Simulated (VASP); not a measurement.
# LiH: single point with HSE06

LiH:

```
Li H
1.0
     0.00000    2.06782    2.06782
     2.06782    0.00000    2.06782
     2.06782    2.06782    0.00000
Li H
1 1
Direct
  0.00000 0.00000 0.00000
  0.50000 0.50000 0.50000
```

This cell differs from its parent crystal: strain +3.5%.

- Program: VASP 6.6.1
- Task: single point
- Functional: HSE06
- Potentials or basis: VASP PAW PBE potentials, release 64 (Li_sv, H)
- Cutoff: 520 eV
- k mesh: 8 × 8 × 8
- Occupations: gaussian, width 0.01 eV
- Spin: no spin polarisation

```yaml
Band_gap_on_the_k_mesh: 4.02 eV, direct
```

Levels at points of the mesh, in eV from the valence-band top:
| k point | band 1 | band 2 | band 3 | band 4 | band 5 | band 6 | band 7 |
| --- | --- | --- | --- | --- | --- | --- | --- |
| (0.00, 0.00, 0.00) | -47.40 | -5.68 | 16.71 | 18.50 | 18.50 | 18.50 | 22.92 |
| (0.50, 0.00, 0.00) | -47.36 | -2.59 | 5.72 | 14.42 | 17.15 | 17.15 | 19.65 |
| (0.50, 0.50, 0.00) | -47.35 | 0.00 | 4.02 | 11.69 | 11.69 | 14.68 | 17.60 |

Wall time 8.8 min on 1 thread of Intel Xeon 6975P-C, with other jobs on the host, peak memory 0.25 GiB.

Caveat: the cell differs from its parent crystal (strain +3.5%). A k mesh can miss the band edges.
